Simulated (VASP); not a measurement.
# CuH3 in VASP: notebook

The runs below take CuH3 through single point, with PBE.

Everything below comes from runs of VASP 6.6.1. Logs are shortened: lines on timing, memory, paths and dates and some standing lists are left out, and cuts for length are marked.

## Step 1: The cell of the first run

The cell holds a sheet with vacuum, 4 atoms: a = 2.511 Å, b = 2.511 Å, c = 31.394 Å, α = 90.00°, β = 90.00°, γ = 90.00°.

## Step 2: Single point, PBE

The input, INCAR:

```
PREC = Accurate ; ENCUT = 520
EDIFF = 1E-6 ; ISMEAR = 0
SIGMA = 0.1 ; LREAL = False
LASPH = True ; NELM = 100
ALGO = Normal ; ISIF = 2
LWAVE = False ; LCHARG = False
LDIPOL = True ; IDIPOL = 3
DIPOL = 0.5 0.5 0.270 ; GGA = PE
NBANDS = 15
```

The input, KPOINTS:

```
regular mesh
0
Gamma
  18 18 1
```

The input, POSCAR:

```
CuH3
1.0
    2.5107104594      0.0000000000      0.0000000000
    0.0000000000      2.5107104594      0.0000000000
    0.0000000000      0.0000000000     31.3935222820
Cu H
1 3
Direct
    0.5000000000      0.5000000000      0.2132775870
    0.0000000000      0.0000000000      0.2129248895
    0.0000000000      0.0000000000      0.3394303463
    0.0000000000      0.0000000000      0.3156696168
```

Potentials or basis: VASP PAW PBE potentials, release 64 (Cu, H).

Command:

```sh
cat potpaw_PBE.64/Cu/POTCAR potpaw_PBE.64/H/POTCAR > POTCAR
mpirun -np 1 vasp_std > vasp.out
```

OUTCAR:

```text
PREC = Accurate
   ENCUT = 520
   EDIFF = 1E-6
   ISMEAR = 0
   LREAL = False
   LASPH = True
   NELM = 100
   ISIF = 2
   GGA = PE

 ion  position               nearest neighbor table
   1  0.500  0.500  0.213-   2 1.78   2 1.78   2 1.78   2 1.78
   2  0.000  0.000  0.213-   1 1.78   1 1.78   1 1.78   1 1.78
   3  0.000  0.000  0.339-   4 0.75
   4  0.000  0.000  0.316-   3 0.75

  LATTYP: Found a simple tetragonal cell.
 ALAT       =     2.5107104594
 C/A-ratio  =    12.5038401638

  Lattice vectors:

 A1 = (   2.5107104594,   0.0000000000,   0.0000000000)
 A2 = (   0.0000000000,   2.5107104594,   0.0000000000)
 A3 = (   0.0000000000,   0.0000000000,  31.3935222820)

Analysis of symmetry for initial positions (statically):
=====================================================================
 Subroutine PRICEL returns:
 Original cell was already a primitive cell.

 Routine SETGRP: Setting up the symmetry group for a
 simple tetragonal supercell.

 Subroutine GETGRP returns: Found  8 space group operations
 (whereof  8 operations were pure point group operations)
 out of a pool of 16 trial point group operations.

The static configuration has the point symmetry C_4v.

Analysis of symmetry for dynamics (positions and initial velocities):
=====================================================================
 Subroutine PRICEL returns:
 Original cell was already a primitive cell.

 Routine SETGRP: Setting up the symmetry group for a
 simple tetragonal supercell.

 Subroutine GETGRP returns: Found  8 space group operations
 (whereof  8 operations were pure point group operations)
 out of a pool of 16 trial point group operations.

The dynamic configuration has the point symmetry C_4v.

 Subroutine INISYM returns: Found  8 space group operations
 (whereof  8 operations are pure point group operations),
 and found     1 'primitive' translations

----------------------------------------------------------------------------------------

                                     Primitive cell

  volume of cell :     197.8943

  direct lattice vectors                    reciprocal lattice vectors
     2.510710459  0.000000000  0.000000000     0.398293637  0.000000000  0.000000000
     0.000000000  2.510710459  0.000000000     0.000000000  0.398293637  0.000000000
     0.000000000  0.000000000 31.393522282     0.000000000  0.000000000  0.031853705

  length of vectors
     2.510710459  2.510710459 31.393522282     0.398293637  0.398293637  0.031853705

  position of ions in fractional coordinates (direct lattice)
     0.500000000  0.500000000  0.213277587
     0.000000000  0.000000000  0.212924890
     0.000000000  0.000000000  0.339430346
     0.000000000  0.000000000  0.315669617

  ion indices of the primitive-cell ions
   primitive index   ion index
                 1           1
                 2           2
                 3           3
                 4           4

----------------------------------------------------------------------------------------

 KPOINTS: regular mesh

Automatic generation of k-mesh.
 Grid dimensions read from file:
 generate k-points for:   18   18    1

 Generating k-lattice:

  Cartesian coordinates                     Fractional coordinates (reciprocal lattice)
     0.022127424  0.000000000  0.000000000     0.055555556  0.000000000  0.000000000
     0.000000000  0.022127424  0.000000000     0.000000000  0.055555556  0.000000000
     0.000000000  0.000000000  0.031853705     0.000000000  0.000000000  1.000000000

  Length of vectors
     0.022127424  0.022127424  0.031853705

  Shift w.r.t. Gamma in fractional coordinates (k-lattice)
     0.000000000  0.000000000  0.000000000

 Subroutine IBZKPT returns following result:
 ===========================================

 Found     55 irreducible k-points:

 Following reciprocal coordinates:
            Coordinates               Weight
  0.000000  0.000000  0.000000      1.000000
  0.055556  0.000000  0.000000      4.000000
  0.111111  0.000000  0.000000      4.000000
  0.166667  0.000000  0.000000      4.000000
  0.222222  0.000000  0.000000      4.000000
  0.277778  0.000000  0.000000      4.000000
[... 16 lines left out ...]
  0.277778  0.111111  0.000000      8.000000
  0.333333  0.111111  0.000000      8.000000
 [... further k-points ...]
   k-points           NKPTS =     55   k-points in BZ     NKDIM =     55   number of bands    NBANDS=     15
   number of dos      NEDOS =    301   number of ions     NIONS =      4
   total plane-waves  NPLWV =  96000
   dimension x,y,z NGX =    20 NGY =   20 NGZ =  240
   dimension x,y,z NGXF=    40 NGYF=   40 NGZF=  480
   ions per type =               1   3
   NGX,Y,Z   is equivalent  to a cutoff of  13.24, 13.24, 12.71 a.u.
   NGXF,Y,Z  is equivalent  to a cutoff of  26.49, 26.49, 25.42 a.u.
 SYSTEM =  unknown system
   PREC   = accura    normal or accurate (medium, high low for compatibility)
   ISTART =      0    job   : 0-new  1-cont  2-samecut
   ICHARG =      2    charge: 1-file 2-atom 10-const
   ISPIN  =      1    spin polarized calculation?
   LNONCOLLINEAR =      F non collinear calculations
   LSORBIT =      F    spin-orbit coupling
   LASPH  =      T    aspherical Exc in radial PAW
   ENCUT  =  520.0 eV  38.22 Ry    6.18 a.u.   4.67  4.67 58.37*2*pi/ulx,y,z
   NELM   =    100;   NELMIN=  2; NELMDL= -5     # of ELM steps
   EDIFF  = 0.1E-05   stopping-criterion for ELM
   LREAL  =      F    real-space projection
   EDIFFG = 0.1E-04   stopping-criterion for IOM
   NSW    =      0    number of steps for IOM
   IBRION =     -1    ionic relax: 0-MD 1-quasi-New 2-CG
   NFREE  =      0    steps in history (QN), initial steepest desc. (CG)
   ISIF   =      2    stress and relaxation
   ISYM   =      2    0-nonsym 1-usesym 2-fastsym
   POTIM  = 0.5000    time-step for ionic-motion
   TEBEG  =    0.0;   TEEND  =   0.0 temperature during run
   PSTRESS=    0.0 pullay stress
   NELECT =      14.0000    total number of electrons
   NUPDOWN=      -1.0000    fix difference up-down
   EMIN   =  10.00;   EMAX   =-10.00  energy-range for DOS
   EFERMI =   0.00;   METHOD = LEGACY
   ISMEAR =     0;   SIGMA  =   0.10  broadening in eV -4-tet -1-fermi 0-gaus
   EFERMI_NEDOS =   21; number of points for ismear=-14 and -15
   IALGO  =     38    algorithm
   IMIX   =      4    mixing-type and parameters
     AMIX     =   0.40;   BMIX     =  1.00
     AMIX_MAG =   1.60;   BMIX_MAG =  1.00
  volume/ion in A,a.u.               =      49.47       333.86
  Fermi-wavevector in a.u.,A,eV,Ry     =   0.677080  1.279495  6.237411  0.458437
  Thomas-Fermi vector in A             =   1.754582
   LORBIT       =      0    0 simple, 1 ext, 2 COOP (PROOUT), +10 PAW based schemes
   GGA     = PE    functional components
   LHFCALC =     F    Hartree Fock is set to
   AEXX    =    0.0000 exact exchange contribution
   IVDW    =     0    specifies the selected vdW correction
   LEPSILON=     F    determine dielectric tensor
   LRPA    =     F    only Hartree local field effects (RPA)
 non-spin polarized calculation
 Gauss-broadening in eV      SIGMA  =   0.10
  energy-cutoff  :      520.00
  volume of cell :      197.89
 maximum number of plane-waves:      5417
 NGX is ok and might be reduce to    20
   NGX =  9   NGY =  9   NGZ =117

 number of electron      14.0000008 magnetization

 dipolmoment           0.000000      0.000000      0.004409 electrons x Angstroem

 Free energy of the ion-electron system (eV)
  ---------------------------------------------------
  ext. energy  EPLUGINS =         0.00000000
  ---------------------------------------------------
  free energy    TOTEN  =       -13.14224982 eV

  energy without entropy =      -13.14196797  energy(sigma->0) =      -13.14210890

 E-fermi :  -2.7454     XC(G=0):  -2.0187

 val. band max:       -2.8977893684   @ k =   0.1111   0.0556   0.0000
 cond. band min:      -2.5981695964   @ k =   0.1111   0.1111   0.0000
 fundamental gap:      0.2996197720
 Fermi energy:        -2.7454280468

 k-point     1 :       0.0000    0.0000    0.0000
  band No.  band energies     occupation
      1     -13.1760      2.00000
      2     -10.5439      2.00000
      3      -7.6537      2.00000
      4      -6.3821      2.00000
      5      -5.7765      2.00000
      6      -5.7765      2.00000
      7      -5.7151      2.00000
      8      -3.4460      2.00000
      9      -0.3117      0.00000
     10       0.6210      0.00000
     11       1.0744      0.00000
     12       1.1916      0.00000
     13       1.7963      0.00000
     14       1.8754      0.00000
     15       2.9348      0.00000

 k-point     2 :       0.0556    0.0000    0.0000
  band No.  band energies     occupation
      1     -13.1023      2.00000
      2     -10.4989      2.00000
      3      -7.6322      2.00000
      4      -6.3684      2.00000
      5      -5.8403      2.00000
      6      -5.7737      2.00000
      7      -5.7390      2.00000
      8      -3.3285      2.00000
      9      -0.2463      0.00000
     10       0.6930      0.00000
     11       1.1474      0.00000
     12       1.2631      0.00000
     13       1.8699      0.00000
     14       1.9425      0.00000
     15       3.0057      0.00000

 k-point     3 :       0.1111    0.0000    0.0000
  band No.  band energies     occupation
      1     -12.8830      2.00000
      2     -10.3662      2.00000
      3      -7.5715      2.00000
      4      -6.3290      2.00000
      5      -6.0020      2.00000
      6      -5.8073      2.00000
      7      -5.7657      2.00000
      8      -3.0034      1.99974
      9      -0.0518      0.00000
     10       0.9074      0.00000
     11       1.3659      0.00000
     12       1.4767      0.00000
     13       2.0898      0.00000
     14       2.1416      0.00000
     15       3.1986      0.00000

 k-point     4 :       0.1667    0.0000    0.0000
  band No.  band energies     occupation
      1     -12.5233      2.00000
      2     -10.1537      2.00000
      3      -7.4823      2.00000
      4      -6.2694      2.00000
      5      -6.2076      2.00000
      6      -5.9099      2.00000
      7      -5.7534      2.00000
      8      -2.5181      0.00131
      9       0.2644      0.00000
     10       1.2561      0.00000
     11       1.7262      0.00000
     12       1.8294      0.00000
     13       2.4391      0.00000
     14       2.4711      0.00000
     15       3.4602      0.00000
[... 307 lines left out ...]
 k-point    22 :       0.2222    0.1111    0.0000
  band No.  band energies     occupation
      1     -11.7971      2.00000
      2      -9.7069      2.00000
      3      -7.2660      2.00000
      4      -6.4049      2.00000
      5      -6.2203      2.00000
      6      -6.0354      2.00000
      7      -5.8787      2.00000
      8      -1.5435      0.00000
      9       0.9384      0.00000
     10       1.9708      0.00000
     11       2.4802      0.00000
     12       2.6009      0.00000
     13       3.0385      0.00000
     14       3.2701      0.00000
     15       3.8480      0.00000

 k-point    23 :       0.2778    0.1111    0.0000
  band No.  band energies     occupation
      1     -11.2365      2.00000
      2      -9.3907      2.00000
      3      -7.1827      2.00000
      4      -6.5837      2.00000
      5      -6.2460      2.00000
      6      -6.0083      2.00000
      7      -5.8596      2.00000
      8      -0.8301      0.00000
      9       1.1864      0.00000
     10       2.1032      0.00000
     11       2.8744      0.00000
     12       3.2249      0.00000
     13       3.3801      0.00000
     14       3.9215      0.00000
     15       4.0649      0.00000

 k-point    24 :       0.3333    0.1111    0.0000
  band No.  band energies     occupation
      1     -10.6134      2.00000
      2      -9.0653      2.00000
      3      -7.1796      2.00000
      4      -6.7371      2.00000
      5      -6.2302      2.00000
      6      -5.9510      2.00000
      7      -5.8396      2.00000
      8      -0.0128      0.00000
      9       0.3864      0.00000
     10       2.4534      0.00000
     11       3.4798      0.00000
     12       3.9884      0.00000
     13       4.1042      0.00000
     14       4.5376      0.00000
     15       4.7173      0.00000

 [... further k-points ...]

------------------------ aborting loop because EDIFF is reached ----------------------------------------

 vacuum level on the upper side and lower side of the slab       (xc-potential included)         0.054        -0.071

  FORCE on cell =-STRESS in cart. coord.  units (eV):
  Direction    XX          YY          ZZ          XY          YZ          ZX
  --------------------------------------------------------------------------------------
  -------------------------------------------------------------------------------------
  Total        0.0203258      0.0203258     -0.0621600      0.0000000      0.0000000      0.0000000
  in kB        0.1645599      0.1645599     -0.5032553      0.0000000      0.0000000      0.0000000
  external PRESSURE =      -0.0580452 kB  Pullay stress =       0.0000000 kB

 VOLUME and BASIS-vectors are now :
 -----------------------------------------------------------------------------
  energy-cutoff  :      520.00
  volume of cell :      197.89
      direct lattice vectors                 reciprocal lattice vectors
     2.510710459  0.000000000  0.000000000     0.398293637  0.000000000  0.000000000
     0.000000000  2.510710459  0.000000000     0.000000000  0.398293637  0.000000000
     0.000000000  0.000000000 31.393522282     0.000000000  0.000000000  0.031853705

 POSITION                                       TOTAL-FORCE (eV/Angst)
 -----------------------------------------------------------------------------------
      1.25536      1.25536      6.69553         0.000000      0.000000      0.001828
      0.00000      0.00000      6.68446         0.000000     -0.000000     -0.001767
      0.00000      0.00000     10.65591         0.000000     -0.000000     -0.011709
      0.00000      0.00000      9.90998         0.000000     -0.000000      0.011647
 -----------------------------------------------------------------------------------
    total drift:                               -0.000000     -0.000000      0.001025

  FREE ENERGIE OF THE ION-ELECTRON SYSTEM (eV)
  ---------------------------------------------------
  free  energy   TOTEN  =       -13.1422498230 eV

  energy  without entropy=      -13.1419679699  energy(sigma->0) =      -13.14210890

 vacuum level on the upper side and lower side of the slab         1.049         0.922
```

It took 3.9 min on 1 thread of Intel Xeon Platinum 8259CL at 2.50GHz (Skylake/Cascade Lake), shared host; peak memory 0.39 GiB.

Results:

```yaml
Free_energy: -13.1422 eV
Largest_force: 0.012 eV/Å
Band_gap_on_the_k_mesh: zero (band 7 reaches -0.13 eV, above the bottom of band 8 at -3.45 eV)
```

Forces in eV/Å, atoms in the order of the input:
```
Cu   0.000  0.000  0.002
H    0.000  0.000 -0.002
H    0.000  0.000 -0.012
H    0.000  0.000  0.012
```

## Step 3: Single point, PBE

This run uses another cell than the first one, of 46.60 Å³/atom, 0.942 times its volume.

The input, INCAR:

```
ALGO = Normal ; DIPOL = 0.5 0.5 0.293
EDIFF = 1E-6 ; ENCUT = 520
GGA = PE ; IDIPOL = 3
ISIF = 2 ; ISMEAR = 0
LASPH = T ; LCHARG = F
LDIPOL = T ; LREAL = F
LWAVE = F ; NBANDS = 15
NELM = 100 ; PREC = Accurate
SIGMA = 0.1
```

The input, KPOINTS:

```
k-points
0
Gamma
  18 18 1
```

The input, POSCAR:

```
CuH3
1.0
    2.5384682170      0.0000000000      0.0000000000
    0.0000000000      2.5384682170      0.0000000000
    0.0000000000      0.0000000000     28.9239074400
Cu H
1 3
Direct
    0.5000000000      0.5000000000      0.2344170359
    0.0000000000      0.0000000000      0.2341521139
    0.0000000000      0.0000000000      0.3654193415
    0.0000000000      0.0000000000      0.3396389759
```

Potentials or basis: VASP PAW PBE potentials, release 64 (Cu, H).

Command:

```sh
cat potpaw_PBE.64/Cu/POTCAR potpaw_PBE.64/H/POTCAR > POTCAR
mpirun -np 1 vasp_std > vasp.out
```

Run time: 3.1 min. Hardware: 1 thread of Intel Xeon Platinum 8259CL at 2.50GHz (Skylake/Cascade Lake), shared host; peak memory 0.37 GiB.

The run converged. Its results:

```yaml
Free_energy: -13.1376 eV
Largest_force: 0.035 eV/Å
Band_gap_on_the_k_mesh: zero (band 7 reaches -0.22 eV, above the bottom of band 8 at -3.28 eV)
```

Forces in eV/Å, atoms in the order of the input:
```
Cu   0.000  0.000 -0.003
H    0.000  0.000 -0.005
H    0.000  0.000  0.035
H    0.000  0.000 -0.027
```

Levels at points of the mesh, in eV from the Fermi level:
```tsv
k point	band 5	band 6	band 7	band 8	band 9	band 10
(0.00, 0.00, 0.00)	-3.02	-3.02	-2.96	-0.62	2.49	3.38
(0.50, 0.00, 0.00)	-3.66	-3.16	-2.93	0.75	4.42	5.95
(0.50, 0.50, 0.00)	-3.02	-2.45	2.43	3.35	3.35	7.65
```

## Step 4: Single point, PBE

This run uses another cell than the first one, of 33.36 Å³/atom, 0.674 times its volume.

The input, INCAR:

```
SYSTEM = CuH3
PREC = Accurate ; ENCUT = 520
EDIFF = 1E-7 ; ISMEAR = 0
SIGMA = 0.1 ; LREAL = .FALSE.
LASPH = .TRUE. ; NELM = 100
ALGO = Normal ; ISIF = 2
LWAVE = .FALSE. ; LCHARG = .TRUE.
LDIPOL = .TRUE. ; IDIPOL = 3
DIPOL = 0.5 0.5 0.499 ; GGA = PE
LELF = .TRUE. ; LVHAR = .TRUE.
LVACPOTAV = .TRUE. ; NBANDS = 15
```

The input, KPOINTS:

```
regular mesh
0
G
  6 6 1
  0 0 0
```

The input, POSCAR:

```
CuH3
1.0
    2.8015190000      0.0000000000      0.0000000000
    0.0000000000      2.8015190000      0.0000000000
    0.0000000000      0.0000000000     17.0000000000
Cu H
1 3
Direct
    0.5000000000      0.5000000000      0.4807172300
    0.0000000000      0.0000000000      0.4246484200
    0.0000000000      0.0000000000      0.5753515800
    0.0000000000      0.0000000000      0.5160999600
```

Command:

```sh
cat potpaw_PBE.64/Cu/POTCAR potpaw_PBE.64/H/POTCAR > POTCAR
mpirun -np 1 vasp_std > vasp.out
```

Wall time 75 s (1 thread of AMD EPYC 7R13, shared host); peak memory 0.21 GiB.

Results (log left out):

```yaml
Free_energy: -10.7950 eV
Largest_force: 2.964 eV/Å
Band_gap_on_the_k_mesh: zero (band 7 reaches -2.35 eV, above the bottom of band 8 at -3.12 eV)
```

Forces in eV/Å, atoms in the order of the input:
```
Cu   0.000  0.000 -1.757
H    0.000  0.000  0.497
H    0.000  0.000 -1.705
H    0.000  0.000  2.964
```

Levels at points of the mesh, in eV from the Fermi level:
```tsv
k point	band 3	band 4	band 5	band 6	band 7	band 8	band 9	band 10	band 11	band 12
(0.00, 0.00, 0.00)	-3.50	-2.70	-2.29	-2.26	-2.26	1.92	4.37	4.94	6.11	6.57
(0.50, 0.00, 0.00)	-3.73	-2.75	-2.32	-2.18	-0.60	0.00	3.97	4.45	8.26	8.83
(0.50, 0.50, 0.00)	-2.81	-2.23	-2.20	-1.97	0.77	2.52	2.52	5.36	6.58	8.93
```

Caveat: the k points lie up to 0.37 Å⁻¹ apart.

## Step 5: Overview

| cell | k mesh | gap on the mesh (eV) | largest force (eV/Å) |
| --- | --- | --- | --- |
| a = 2.511, b = 2.511, c = 31.394 Å, 4 atoms | 18 × 18 × 1 | none | 0.01 |
| a = 2.538, b = 2.538, c = 28.924 Å, 4 atoms | 18 × 18 × 1 | none | 0.04 |
| a = 2.802, b = 2.802, c = 17.000 Å, 4 atoms | 6 × 6 × 1 | none | 2.96 |

Alike in all rows: task single point; level PBE; potentials or basis VASP PAW PBE potentials, release 64 (Cu, H); no spin polarisation; cutoff (eV) 520; smearing gaussian 0.1 eV.

Caveats: some runs use coarse meshes.

Total energies depend on the potentials used, so only differences within one code and one set of settings carry meaning.
